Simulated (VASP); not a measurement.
The system is LiTlSe2.

```
CELL_PARAMETERS angstrom
4.26392 0.00000 0.00000
0.00000 4.26392 0.00000
0.00000 0.00000 5.98025
ATOMIC_POSITIONS crystal
Li 0.00000 0.00000 0.00000
Se 0.00000 0.50000 0.22921
Se 0.50000 0.00000 0.77079
Tl 0.50000 0.50000 0.50000
```

Base run:

* Program: VASP 6.6.1
* Functional: HSE06
* Potentials or basis: VASP PAW PBE potentials, release 64 (Li_sv, Se, Tl_d)
* Cutoff: 650 eV
* k mesh: 4 × 4 × 4
* Occupations: gaussian, width 0.01 eV
* Spin: no spin polarisation

Its results: band gap on the k mesh 1.16 eV; pressure -0.4 GPa; largest force 0.122 eV/Å.

**Question.** The run is repeated on the same cell with these changes: functional from HSE06 to r2SCAN0; cutoff from 650 eV to 720 eV. What comes out?

**Answer.** Band gap on the k mesh 1.98 eV; pressure -1.3 GPa; largest force 0.248 eV/Å.

Caveats: the PAW data sets were made with another functional, which shifts forces and pressure a little; spin-orbit coupling is left out, which moves the levels of the heavy elements.

A k mesh can miss the band edges.
